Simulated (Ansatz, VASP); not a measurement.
# TaN in VASP and in Ansatz

```
Ta N
1.0
     0.00000    2.17900    2.17900
     2.17900    0.00000    2.17900
     2.17900    2.17900    0.00000
Ta N
1 1
Direct
  0.50574 0.50574 0.49426
  0.00000 0.00000 0.00000
```

Change from the starting cell: all Ta atoms moved +0.025 Å, as atom 1 along Cartesian [0 0 1].

Alike in both runs: task single point; functional r2SCAN; k mesh 18 × 18 × 18; occupations gaussian, width 0.15 eV; no spin polarisation.

```csv
,VASP,Ansatz
version,VASP 6.6.1,Ansatz 0.2.0
potentials or method,"VASP PAW PBE potentials, release 64 (Ta_sv_GW, N), cutoff 770 eV","scalar-relativistic, plane waves, PAW"
valence electrons in the cell,18,18
```

```csv
,VASP,Ansatz,Ansatz less VASP
gap on the k mesh at the Fermi level (eV),none,none,-
pressure (GPa),10.0,9.9,-0.07
"traceless stress, the component that is largest in VASP (GPa)",0.23,0.22,-0.005
rms of the force components (eV/Å),0.128,0.127,-0.0014
```

VASP's potentials were made for PBE, not for r2SCAN. Atom by atom the forces differ by 0.001 eV/Å (rms over components). A gap of «none» marks a metal or a gap that the smearing closes.

Spin-orbit coupling is off throughout.
